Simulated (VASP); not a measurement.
# CuF in VASP: further runs, part 2 of 2

VASP 6.6.1.

## (4) Single point, PBE

This run uses another cell than the first one, of 16.39 Å³/atom, 1.022 times its volume.

INCAR reads:

```
  ALGO = Normal
  EDIFF = 1E-6
  ENCUT = 520
  GGA = PE
  ISIF = 2
  ISMEAR = 0
  LASPH = T
  LCHARG = F
  LREAL = F
  LWAVE = F
  NBANDS = 16
  NELM = 60
  PREC = Accurate
  SIGMA = 0.02
```

KPOINTS reads:

```
k-points
0
Gamma
  10 10 10
```

POSCAR reads:

```
CuF
1.0
   -2.0968950903      2.0968950903      1.8636608124
    2.0968950903     -2.0968950903      1.8636608124
    2.0968950903      2.0968950903     -1.8636608124
Cu F
1 1
Direct
    0.0000000000      0.0000000000      0.0000000000
    0.5000000000      0.5000000000      0.0000000000
```

Potentials or basis: VASP PAW PBE potentials, release 64 (Cu, F).

Started as:

```sh
cat potpaw_PBE.64/Cu/POTCAR potpaw_PBE.64/F/POTCAR > POTCAR
mpirun -np 1 vasp_std > vasp.out
```

OUTCAR:

```text
EDIFF = 1E-6
   ENCUT = 520
   GGA = PE
   ISIF = 2
   ISMEAR = 0
   LASPH = T
   LREAL = F
   NELM = 60
   PREC = Accurate

 ion  position               nearest neighbor table
   1  0.000  0.000  0.000-   2 1.86   2 1.86
   2  0.500  0.500  0.000-   1 1.86   1 1.86

  LATTYP: Found a body centered tetragonal cell.
 ALAT       =     4.1937901806
 C/A-ratio  =     0.8887716038

  Lattice vectors:

 A1 = (  -2.0968950903,   2.0968950903,   1.8636608124)
 A2 = (   2.0968950903,  -2.0968950903,   1.8636608124)
 A3 = (   2.0968950903,   2.0968950903,  -1.8636608124)

Analysis of symmetry for initial positions (statically):
=====================================================================
 Subroutine PRICEL returns:
 Original cell was already a primitive cell.

 Routine SETGRP: Setting up the symmetry group for a
 body centered tetragonal supercell.

 Subroutine GETGRP returns: Found 16 space group operations
 (whereof 16 operations were pure point group operations)
 out of a pool of 16 trial point group operations.

The static configuration has the point symmetry D_4h.

Analysis of symmetry for dynamics (positions and initial velocities):
=====================================================================
 Subroutine PRICEL returns:
 Original cell was already a primitive cell.

 Routine SETGRP: Setting up the symmetry group for a
 body centered tetragonal supercell.

 Subroutine GETGRP returns: Found 16 space group operations
 (whereof 16 operations were pure point group operations)
 out of a pool of 16 trial point group operations.

The dynamic configuration has the point symmetry D_4h.

 Subroutine INISYM returns: Found 16 space group operations
 (whereof 16 operations are pure point group operations),
 and found     1 'primitive' translations

----------------------------------------------------------------------------------------

[... 110 lines left out ...]
   IMIX   =      4    mixing-type and parameters
     AMIX     =   0.40;   BMIX     =  1.00
     AMIX_MAG =   1.60;   BMIX_MAG =  1.00
  volume/ion in A,a.u.               =      16.39       110.60
  Fermi-wavevector in a.u.,A,eV,Ry     =   1.340620  2.533404 24.453221  1.797261
  Thomas-Fermi vector in A             =   2.468918
   LORBIT       =      0    0 simple, 1 ext, 2 COOP (PROOUT), +10 PAW based schemes
   GGA     = PE    functional components
   LHFCALC =     F    Hartree Fock is set to
   AEXX    =    0.0000 exact exchange contribution
   IVDW    =     0    specifies the selected vdW correction
   LEPSILON=     F    determine dielectric tensor
   LRPA    =     F    only Hartree local field effects (RPA)
 non-spin polarized calculation
 Gauss-broadening in eV      SIGMA  =   0.02
  energy-cutoff  :      520.00
  volume of cell :       32.78
 maximum number of plane-waves:       897
 NGX is ok and might be reduce to    28

 number of electron      17.9999995 magnetization

 Free energy of the ion-electron system (eV)
  ---------------------------------------------------
  ext. energy  EPLUGINS =         0.00000000
  ---------------------------------------------------
  free energy    TOTEN  =        -7.29225216 eV

  energy without entropy =       -7.29225216  energy(sigma->0) =       -7.29225216

 E-fermi :   1.2178     XC(G=0):  -9.0376

 val. band max:        1.1141254873   @ k =   0.5000   0.0000  -0.0000
 cond. band min:       1.7749290089   @ k =   0.0000   0.0000   0.0000
 fundamental gap:      0.6608035216
 Fermi energy:         1.2178053764

 k-point     1 :       0.0000    0.0000    0.0000
  band No.  band energies     occupation
      1     -22.6577      2.00000
      2      -4.6860      2.00000
      3      -3.2388      2.00000
      4      -3.2388      2.00000
      5      -0.6518      2.00000
      6       0.1326      2.00000
[... 433 lines left out ...]
      3      -4.2274      2.00000
      4      -3.7760      2.00000
      5       0.4163      2.00000
      6       0.4286      2.00000
[... 8 lines left out ...]
     15      17.8456      0.00000
     16      21.7600      0.00000

 [... further k-points ...]

------------------------ aborting loop because EDIFF is reached ----------------------------------------

  FORCE on cell =-STRESS in cart. coord.  units (eV):
  Direction    XX          YY          ZZ          XY          YZ          ZX
  --------------------------------------------------------------------------------------
  -------------------------------------------------------------------------------------
  Total       -0.0429019     -0.0429019      0.3043445      0.0000000      0.0000000      0.0000000
  in kB       -2.0970384     -2.0970384     14.8763313      0.0000000      0.0000000      0.0000000
  external PRESSURE =       3.5607515 kB  Pullay stress =       0.0000000 kB

 VOLUME and BASIS-vectors are now :
 -----------------------------------------------------------------------------
  energy-cutoff  :      520.00
  volume of cell :       32.78
      direct lattice vectors                 reciprocal lattice vectors
    -2.096895090  2.096895090  1.863660812     0.000000000  0.238447790  0.268289163
     2.096895090 -2.096895090  1.863660812     0.238447790  0.000000000  0.268289163
     2.096895090  2.096895090 -1.863660812     0.238447790  0.238447790  0.000000000

 POSITION                                       TOTAL-FORCE (eV/Angst)
 -----------------------------------------------------------------------------------
      0.00000      0.00000      0.00000        -0.000000      0.000000      0.000000
      0.00000      0.00000      1.86366         0.000000     -0.000000     -0.000000
 -----------------------------------------------------------------------------------
    total drift:                                0.000000     -0.000000      0.000000

  FREE ENERGIE OF THE ION-ELECTRON SYSTEM (eV)
  ---------------------------------------------------
  free  energy   TOTEN  =        -7.2922521568 eV

  energy  without entropy=       -7.2922521568  energy(sigma->0) =       -7.29225216
```

OSZICAR:

```text
N       E                     dE             d eps       ncg     rms          rms(c)
DAV:   1     0.122199783897E+03    0.12220E+03   -0.91664E+03  3376   0.149E+03
DAV:   2    -0.214901350176E+00   -0.12241E+03   -0.10930E+03  3576   0.297E+02
DAV:   3    -0.825293824130E+01   -0.80380E+01   -0.78879E+01  4048   0.793E+01
DAV:   4    -0.836636211497E+01   -0.11342E+00   -0.11341E+00  3760   0.927E+00
DAV:   5    -0.836920685890E+01   -0.28447E-02   -0.28447E-02  4472   0.146E+00    0.720E+00
DAV:   6    -0.778592211848E+01    0.58328E+00   -0.57894E+00  4192   0.565E+01    0.513E+00
DAV:   7    -0.730600350944E+01    0.47992E+00   -0.20949E+00  3616   0.399E+01    0.141E+00
DAV:   8    -0.729646065053E+01    0.95429E-02   -0.66391E-02  4072   0.267E+00    0.710E-01
DAV:   9    -0.729216750522E+01    0.42931E-02   -0.11223E-02  4192   0.168E+00    0.145E-01
DAV:  10    -0.729226377784E+01   -0.96273E-04   -0.27748E-03  4376   0.864E-01    0.823E-02
DAV:  11    -0.729227516600E+01   -0.11388E-04   -0.50864E-04  4424   0.537E-01    0.412E-02
DAV:  12    -0.729225140915E+01    0.23757E-04   -0.65005E-05  4608   0.100E-01    0.437E-03
DAV:  13    -0.729225215680E+01   -0.74765E-06   -0.39028E-06  4312   0.268E-02
   1 F= -.72922522E+01 E0= -.72922522E+01  d E =-.962650E-16
```

It took 47 s on 1 thread of Intel Xeon Platinum 8488C (Sapphire Rapids), shared host; peak memory 0.19 GiB.

Results:

| Item | Value |
| --- | --- |
| Free energy | -7.2923 eV |
| Pressure | 0.4 GPa |
| Band gap on the k mesh | 0.66 eV, indirect (least direct gap 1.25 eV) |

Stress tensor (GPa, compression positive):
```
-0.21  0.00  0.00
 0.00 -0.21  0.00
 0.00  0.00  1.49
```

Levels at points of the mesh, in eV from the valence-band top:
```
           k point  band 6  band 7  band 8  band 9  band 10  band 11  band 12  band 13
(0.00, 0.00, 0.00)   -0.98   -0.98   -0.90   -0.59     0.66    12.76    12.76    14.79
(0.50, 0.00, 0.00)   -0.61   -0.13   -0.12    0.00     4.41     5.72     8.46    13.89
(0.50, 0.50, 0.00)   -0.92   -0.66   -0.64   -0.45     3.52     4.59    11.98    13.61
(0.50, 0.50, 0.50)   -0.69   -0.69   -0.49   -0.46     5.70     7.81     7.81     8.18
```

## (5) Relaxation of cell and atoms, PBE

This run uses another cell than the first one, of the same volume but with other edges.

INCAR reads:

```
SYSTEM = CuF
ALGO = Normal ; EDIFF = 1E-7
EDIFFG = -0.01 ; ENCUT = 600
GGA = PE ; IBRION = 2
ISIF = 3 ; ISMEAR = 0
LASPH = .TRUE. ; LCHARG = .FALSE.
LREAL = .FALSE. ; LWAVE = .FALSE.
NELM = 100 ; NSW = 100
PREC = Accurate ; SIGMA = 0.02
```

KPOINTS reads:

```
k-points
0
G
  10 10 10
  0 0 0
```

POSCAR reads:

```
CuF
1.0
   -2.0719310043      2.0719310043      1.8670545203
    2.0719310043     -2.0719310043      1.8670545203
    2.0719310043      2.0719310043     -1.8670545203
Cu F
1 1
Direct
    0.0000000000      0.0000000000      0.0000000000
    0.5000000000      0.5000000000      0.0000000000
```

Potentials or basis: VASP PAW PBE potentials, release 64 (Cu, F).

Started as:

```sh
cat potpaw_PBE.64/Cu/POTCAR potpaw_PBE.64/F/POTCAR > POTCAR
mpirun -np 1 vasp_std > vasp.out
```

OUTCAR:

```text
SYSTEM = CuF
   EDIFF = 1E-7
   EDIFFG = -0.01
   ENCUT = 600
   GGA = PE
   IBRION = 2
   ISIF = 3
   ISMEAR = 0
   LASPH = .TRUE.
   LREAL = .FALSE.
   NELM = 100
   NSW = 100
   PREC = Accurate

 ion  position               nearest neighbor table
   1  0.000  0.000  0.000-   2 1.87   2 1.87
   2  0.500  0.500  0.000-   1 1.87   1 1.87

  LATTYP: Found a body centered tetragonal cell.
 ALAT       =     4.1438620086
 C/A-ratio  =     0.9011180954

  Lattice vectors:

 A1 = (  -2.0719310043,   2.0719310043,   1.8670545203)
 A2 = (   2.0719310043,  -2.0719310043,   1.8670545203)
 A3 = (   2.0719310043,   2.0719310043,  -1.8670545203)

Analysis of symmetry for initial positions (statically):
=====================================================================
 Subroutine PRICEL returns:
[... 411 lines left out ...]
      5      -0.4396      2.00000
      6       0.3660      2.00000
      7       0.3660      2.00000
      8       0.4565      2.00000
      9       0.7667      2.00000
     10       1.9328      0.00000
     11      14.4076      0.00000
     12      14.4076      0.00000
     13      16.6063      0.00000
[... 354 lines left out ...]
  band No.  band energies     occupation
      1     -22.2307      2.00000
      2      -5.6536      2.00000
      3      -4.0342      2.00000
      4      -3.5499      2.00000
      5       0.6641      2.00000
      6       0.6789      2.00000
      7       0.8952      2.00000
      8       1.0520      2.00000
      9       1.2737      2.00000
     10       6.2145      0.00000
     11       7.2445      0.00000
     12       8.5903      0.00000
     13      14.5368      0.00000

 [... further k-points ...]

------------------------ aborting loop because EDIFF is reached ----------------------------------------

  FORCE on cell =-STRESS in cart. coord.  units (eV):
  Direction    XX          YY          ZZ          XY          YZ          ZX
  --------------------------------------------------------------------------------------
  -------------------------------------------------------------------------------------
  Total       -0.0152831     -0.0152831      0.0029208      0.0000000      0.0000000      0.0000000
  in kB       -0.7726952     -0.7726952      0.1476734      0.0000000      0.0000000      0.0000000
  external PRESSURE =      -0.4659057 kB  Pullay stress =       0.0000000 kB
[... 17 lines left out ...]
  FREE ENERGIE OF THE ION-ELECTRON SYSTEM (eV)
  ---------------------------------------------------
  free  energy   TOTEN  =        -7.2953123054 eV

  energy  without entropy=       -7.2953123054  energy(sigma->0) =       -7.29531231

 reached required accuracy - stopping structural energy minimisation
```

OSZICAR:

```text
N       E                     dE             d eps       ncg     rms          rms(c)
DAV:   1     0.148057475478E+03    0.14806E+03   -0.10144E+04  2678   0.209E+03
DAV:   2     0.632883717910E+01   -0.14173E+03   -0.12959E+03  2842   0.363E+02
DAV:   3    -0.804118886113E+01   -0.14370E+02   -0.14020E+02  3193   0.127E+02
[... 65 lines left out ...]
DAV:   5    -0.729533323280E+01    0.26621E-03   -0.71840E-04  3980   0.414E-01    0.401E-02
DAV:   6    -0.729531013926E+01    0.23094E-04   -0.83536E-05  3754   0.154E-01    0.861E-03
DAV:   7    -0.729531239192E+01   -0.22527E-05   -0.48378E-06  3722   0.369E-02    0.317E-03
DAV:   8    -0.729531226515E+01    0.12677E-06   -0.80796E-07  3332   0.196E-02    0.556E-04
DAV:   9    -0.729531230539E+01   -0.40239E-07   -0.13155E-08  1341   0.218E-03
   7 F= -.72953123E+01 E0= -.72953123E+01  d E =-.446010E-03
```

Run time: 2.1 min. Hardware: 1 thread of Intel Xeon Platinum 8488C (Sapphire Rapids), shared host; peak memory 0.2 GiB.

What came out:

```
Free energy                            : -7.2953 eV
Relaxed volume                         : 15.84 Å³/atom
Relaxed cell                           : a = 3.459 Å, b = 3.459 Å, c = 3.459 Å, α = 107.14°, β = 107.14°, γ = 114.25°
Space group after relaxing (to 0.05 Å) : I4/mmm (No. 139)
Energy gained by relaxing              : 0.5 meV/atom
Ionic steps                            : 7
Pressure after relaxing                : 0.0 GPa
Band gap on the k mesh                 : 0.54 eV, indirect (least direct gap 1.17 eV)
```

Step by step:
```
step  energy change (eV)  largest force (eV/Å)  pressure (GPa)  volume (Å³)
   1              0.0000                0.0000            0.46        32.06
   2             -0.0003                0.0000           -0.54        32.27
   3             -0.0006                0.0000           -0.13        32.18
   4             -0.0006                0.0000           -0.13        32.18
   5             -0.0007                0.0000           -0.11        32.13
   6             -0.0008                0.0000           -0.10        31.99
   7             -0.0011                0.0000           -0.05        31.69
```

Final structure:
```
CELL_PARAMETERS angstrom
-2.05415 2.05415 1.87755
2.05415 -2.05415 1.87755
2.05415 2.05415 -1.87755
ATOMIC_POSITIONS crystal
Cu 0.00000 0.00000 0.00000
F 0.50000 0.50000 0.00000
```

A k mesh can miss the band edges. A hybrid or GW would open this gap; PBE tends to underestimate it.

## (6) The runs side by side

| task | cell | k mesh | cutoff (eV) | smearing | gap on the mesh (eV) | pressure (GPa) |
| --- | --- | --- | --- | --- | --- | --- |
| single point | a = 4.144, b = 3.481, c = 3.468 Å, angles 73.2, 53.5, 53.3°, 2 atoms | 6 × 6 × 6 | 520 | gaussian 0.1 eV | 0.61 | 0.6 |
| single point | a = 3.505 Å, angles 106.4, 106.4, 115.8°, 2 atoms | 10 × 10 × 10 | 520 | gaussian 0.02 eV | 0.67 | 0.4 |
| single point | a = 3.502 Å, angles 106.4, 106.4, 115.7°, 2 atoms | 10 × 10 × 10 | 520 | gaussian 0.02 eV | 0.66 | 0.4 |
| relaxation of cell and atoms | relaxed from a = 3.474 Å, angles 106.8, 106.8, 115.0°, 2 atoms | 10 × 10 × 10 | 600 | gaussian 0.02 eV | 0.54 | 0.0 |

Alike in all rows: level PBE; potentials or basis VASP PAW PBE potentials, release 64 (Cu, F); no spin polarisation.

Total energies depend on the potentials used, so only differences within one code and one set of settings carry meaning.
